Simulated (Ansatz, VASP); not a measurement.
# One calculation of BAs, two programs

```xyz
2
Lattice="0.0000 2.4199 2.4199 2.4199 0.0000 2.4199 2.4199 2.4199 0.0000" Properties=species:S:1:pos:R:3 pbc="T T T"
B     0.0000    0.0000    0.0000
As    3.6299    3.6299    3.6299
```

Change from the starting cell: volume scaled by 1.04.

Alike in both runs: task single point; functional LDA; k mesh 15 × 15 × 15; occupations fermi-dirac, width 0.03 eV; no spin polarisation.

|  | VASP | Ansatz |
| --- | --- | --- |
| version | VASP 6.6.1 | Ansatz 0.2.0 |
| potentials or method | VASP PAW LDA potentials, release 64 (B, As), cutoff 520 eV | all-electron LAPW, scalar-relativistic |

VASP gave:

```
gap on the k mesh at the Fermi level (eV) : 1.16
pressure (GPa)                            : -7.9
```

Task: What did Ansatz give for the same quantities?

Result: gap on the k mesh at the Fermi level (eV): 1.16; pressure (GPa): -8.6.

LDA's correlation is that of Perdew and Zunger in VASP and of Perdew and Wang (1992) in Ansatz. Ansatz ran all-electron here, and VASP with PAW potentials.
